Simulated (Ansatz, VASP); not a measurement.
# Two plane-wave programs on Pb

INCAR

```
PREC = Accurate ; ENCUT = 520
EDIFF = 1E-6 ; ISMEAR = 0
SIGMA = 0.15 ; LREAL = False
LASPH = True ; NELM = 80
ALGO = Normal ; ISIF = 2
LWAVE = False ; LCHARG = False
GGA = PE ; NBANDS = 13
```

KPOINTS

```
regular mesh
0
Gamma
  16 16 16
```

Contents of POSCAR:

```
Pb
1.0
    0.0000000000      2.2722160000      2.5685920000
    2.2722160000      0.0000000000      2.5685920000
    2.2722160000      2.2722160000      0.0000000000
Pb
1
Direct
    0.0000000000      0.0000000000      0.0000000000
```

Input for Ansatz:

```yaml
crystal:
  lattice:
    - [0.0, 2.272216, 2.568592]
    - [2.272216, 0.0, 2.568592]
    - [2.272216, 2.272216, 0.0]
  atoms:
    - { symbol: Pb, position: [0.0, 0.0, 0.0] }
basis:
  ecutwfc: 420
kpoints:
  mp_grid: { grid: [16, 16, 16] }
hamiltonian:
  xc: pbe
scf:
  occupations: { method: gaussian, width: 0.15 }
output:
  forces: true
  stress: true
  eigenvalues: true
```

Change from the starting cell: strain -0.080 along x and y, +0.040 along z, atoms carried along.

Alike in both runs: task single point; functional PBE; k mesh 16 × 16 × 16; occupations gaussian, width 0.15 eV; no spin polarisation.

|  | VASP | Ansatz |
| --- | --- | --- |
| version | VASP 6.6.1 | Ansatz 0.2.0 |
| potentials or method | VASP PAW PBE potentials, release 64 (Pb_d), cutoff 520 eV | scalar-relativistic, plane waves, PAW |
| valence electrons in the cell | 14 | 14 |

|  | VASP | Ansatz | Ansatz less VASP |
| --- | --- | --- | --- |
| gap on the k mesh at the Fermi level (eV) | none | none | - |
| pressure (GPa) | 11.8 | 11.9 | +0.08 |
| traceless stress, the component that is largest in VASP (GPa) | -2.33 | -2.33 | +0.003 |

A gap of «none» marks a metal or a gap that the smearing closes.

Neither program's run includes spin-orbit coupling.
